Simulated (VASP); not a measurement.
Input of a VASP 6.6.1 run:

Contents of INCAR:

```
  PREC = Accurate
  ENCUT = 520
  EDIFF = 1E-7
  ISMEAR = 0
  SIGMA = 0.02
  LREAL = False
  LASPH = True
  NELM = 80
  ALGO = Normal
  ISIF = 2
  LWAVE = False
  LCHARG = False
  GGA = PE
  IVDW = 12
  NBANDS = 21
```

The input KPOINTS:

```
Automatic mesh
0
Gamma
  12 12 4
```

Contents of POSCAR:

```
BN
1.0
    2.5061138137      0.0000000000      0.0000000000
   -1.2530569069      2.1703582275      0.0000000000
    0.0000000000      0.0000000000     10.2800373322
B N
3 3
Direct
    0.0000000000      0.0000000000      0.0003436670
    0.6666666667      0.3333333333      0.3336770004
    0.3333333333      0.6666666667      0.6670103337
    0.6666666667      0.3333333333      0.0005566663
    0.3333333333      0.6666666667      0.3338899996
    0.0000000000      0.0000000000      0.6672233330
```

Potentials or basis: VASP PAW PBE potentials, release 64 (B, N).

Launch:

```sh
$ cat potpaw_PBE.64/B/POTCAR potpaw_PBE.64/N/POTCAR > POTCAR
$ mpirun -np 1 vasp_std > vasp.out
```

Predict the dispersion energy per atom.

-0.136 eV.

What does it give for the band gap on the k mesh?

4.30 eV.

What does it give for the largest force?

0.004 eV/Å.

Forces in eV/Å, atoms in the order of the input:
```
B    0.000  0.000  0.004
B    0.000  0.000  0.004
B    0.000  0.000  0.004
N    0.000  0.000 -0.004
N    0.000  0.000 -0.004
N    0.000  0.000 -0.004
```

Caveat: the cell differs from its parent crystal (strain along c alone, the other axes held: +4.0 %, then relaxed in part). A k mesh can miss the band edges.
